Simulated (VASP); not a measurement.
Set up this calculation in VASP 6.6.1, as the native input.

```yaml
Task: single point
Functional: PBEsol
Potentials_or_basis: VASP PAW PBE potentials, release 64 (Zr_sv, C)
Cutoff: 520 eV
k_mesh: 4 × 7 × 7
Occupations: fermi-dirac, width 0.08 eV
Spin: no spin polarisation
Dipole_correction: no
Further_INCAR_settings: ALGO = Normal; EDIFF = 1e-07; NBANDS = 24
```

The structure of ZrC lies in POSCAR:

```
ZrC
1.0
    0.0000000000      4.7300000000      4.7300000000
    2.3650000000      0.0000000000      2.3650000000
    2.3650000000      2.3650000000      0.0000000000
Zr C
2 2
Direct
    0.2468380550      0.4809729387      0.5194769556
    0.7504251586      0.5208380550      0.4821019027
    0.0107377378     -0.0076171247     -0.0046864693
    0.5100474630     -0.0061372093     -0.0073038055
```

These files were run (other wordings do the same):

INCAR

```
ALGO = Normal
EDIFF = 1E-7
ENCUT = 520
GGA = PS
ISIF = 2
ISMEAR = -1
LASPH = True
LCHARG = True
LELF = True
LREAL = False
LVHAR = True
LWAVE = False
NBANDS = 24
NELM = 100
PREC = Accurate
SIGMA = 0.08
```

KPOINTS

```
k-points
0
Gamma
  4 7 7
```

Potentials or basis: VASP PAW PBE potentials, release 64 (Zr_sv, C).

Launch:

```sh
$ cat potpaw_PBE.64/Zr_sv/POTCAR potpaw_PBE.64/C/POTCAR > POTCAR
$ mpirun -np 1 vasp_std > vasp.out
```

It gave:

```json
{
  "Pressure": "-7.4 GPa",
  "Largest force": "0.976 eV/Å",
  "Band gap on the k mesh": "zero (band 16 reaches 10.00 eV, above the bottom of band 17 at 9.06 eV)"
}
```

Caveat: the PAW data sets were made with another functional, which shifts forces and pressure a little.

Wall time 2.4 min on 1 thread of Intel Xeon 6975P-C (shared host), peak memory 0.26 GiB.
